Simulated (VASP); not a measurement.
The system is AlN.

```
Al N
1.0
     0.00000    2.20159    2.20159
     2.20159    0.00000    2.20159
     2.20159    2.20159    0.00000
Al N
1 1
Direct
  0.00000 0.00000 0.00000
  0.75000 0.75000 0.75000
```

```yaml
Program: VASP 6.6.1
Task: relaxation of cell and atoms
Functional: r2SCAN
Potentials_or_basis: VASP PAW PBE potentials, release 64 (Al, N)
Cutoff: 600 eV
k_mesh: 10 × 10 × 10
Occupations: fermi-dirac, width 0.02 eV
Spin: no spin polarisation
```

At the start: pressure -4.9 GPa; volume 10.67 Å³/atom.

**Question.** How do energy, volume and symmetry change on relaxing?

**Answer.** Over 4 steps the energy falls by 4.0 meV/atom and the volume is 10.41 Å³/atom (-2.4 %); space group F-43m (No. 216, to 0.1 Å) before and after.

The path:
```tsv
step	energy change (eV)	largest force (eV/Å)	pressure (GPa)	volume (Å³)
1	0.0000	0.0000	-4.95	21.34
2	-0.0001	0.0000	5.24	20.34
3	-0.0080	0.0000	-0.08	20.83
4	-0.0080	0.0000	0.02	20.82
```

Final structure:
```
Al N
1.0
     0.00000    2.18365    2.18365
     2.18365    0.00000    2.18365
     2.18365    2.18365    0.00000
Al N
1 1
Cartesian
  4.3673 4.3673 4.3673
  3.2755 3.2755 3.2755
```

Caveat: the PAW data sets were made with another functional, which shifts forces and pressure a little.
